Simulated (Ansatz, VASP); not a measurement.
Ti: VASP beside Ansatz

```
Ti
1.0
    -1.60818    1.64100    1.64100
     1.64100   -1.60818    1.64100
     1.64100    1.64100   -1.60818
Ti
1
Direct
  0.00000 0.00000 0.00000
```

Change from the starting cell: equal xy, yz and zx shear strains of +2 %, crystal datasets.

Alike in both runs: task electric field gradients; functional PBE; k mesh 14 × 14 × 14; occupations fermi-dirac, width 0.05 eV; no spin polarisation.

|  | VASP | Ansatz |
| --- | --- | --- |
| version | VASP 6.6.1 | Ansatz 0.2.0 |
| potentials or method | VASP PAW PBE potentials, release 64 (Ti_sv), cutoff 400 eV | all-electron PAW with datasets made for the crystal, scalar-relativistic |

Ansatz gave:

```
pressure (GPa)                                                : -2.4
traceless stress, the component that is largest in VASP (GPa) : -0.86
size of Vzz on the site where it differs most (V/Å²)          : 7.9
```

Question: Which values does VASP return?

Answer: Pressure (GPa): -3.3; traceless stress, the component that is largest in VASP (GPa): -0.86; size of Vzz on the site where it differs most (V/Å²): 8.0.

Ansatz ran all-electron here, and VASP with PAW potentials.
